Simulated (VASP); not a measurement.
# Bi: single point with PBE

The system is Bi.

```
Bi
1.0
    -2.06959    2.06959    2.06959
     2.06959   -2.06959    2.06959
     2.06959    2.06959   -2.06959
Bi
1
Direct
  0.00000 0.00000 0.00000
```

This isn't the form of Bi at room conditions, which is rhombohedral.

```json
{"Program": "VASP 6.6.1", "Task": "single point", "Functional": "PBE", "Potentials or basis": "VASP PAW PBE potentials, release 64 (Bi_d)", "Cutoff": "520 eV", "k mesh": "18 × 18 × 18", "Occupations": "fermi-dirac, width 0.1 eV", "Spin": "no spin polarisation"}
```

```json
{"Pressure": "-4.6 GPa", "Band gap on the k mesh": "zero (an odd number of electrons rules out a gap without spin polarisation)"}
```

Levels at points of the mesh, in eV from the Fermi level:
```csv
k point,band 5,band 6,band 7,band 8,band 9,band 10
"(0.00, 0.00, 0.00)",-22.87,-12.69,4.25,4.25,4.25,7.60
"(0.50, 0.00, 0.00)",-22.82,-10.32,-4.34,1.34,3.07,5.56
"(0.50, 0.50, 0.50)",-22.83,-8.74,-1.53,-1.53,-1.53,3.67
```

Run time: 110 s on 1 thread of Intel Xeon 8259CL (shared host), peak memory 0.22 GiB.

Caveat: the cell stands under tension; spin-orbit coupling is left out, which moves the levels of the heavy elements.
